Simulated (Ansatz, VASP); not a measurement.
# CdSe: VASP beside Ansatz

```xyz
2
Lattice="0.0000 3.0703 3.0703 3.0703 0.0000 3.0703 3.0703 3.0703 0.0000" Properties=species:S:1:pos:R:3 pbc="T T T"
Cd    0.0000    0.0000    0.0000
Se    1.5351    1.5351    1.5351
```

Alike in both runs: task relaxation of cell and atoms; functional revPBE; dispersion D4; k mesh 8 × 8 × 8; occupations fermi-dirac, width 0.05 eV; no spin polarisation.

|  | VASP | Ansatz |
| --- | --- | --- |
| version | VASP 6.6.1 | Ansatz 0.2.0 |
| potentials or method | VASP PAW PBE potentials, release 64 (Cd, Se), cutoff 600 eV | all-electron LAPW, scalar-relativistic |

|  | VASP | Ansatz | Ansatz less VASP |
| --- | --- | --- | --- |
| relaxed volume (Å³/atom) | 28.62 | 28.49 | -0.130 |
| relaxed cell length with the largest relative difference (Å) | 4.326 | 4.319 | -0.0065 |

VASP's potentials were made for PBE, not for revPBE. Ansatz ran all-electron here, and VASP with PAW potentials.
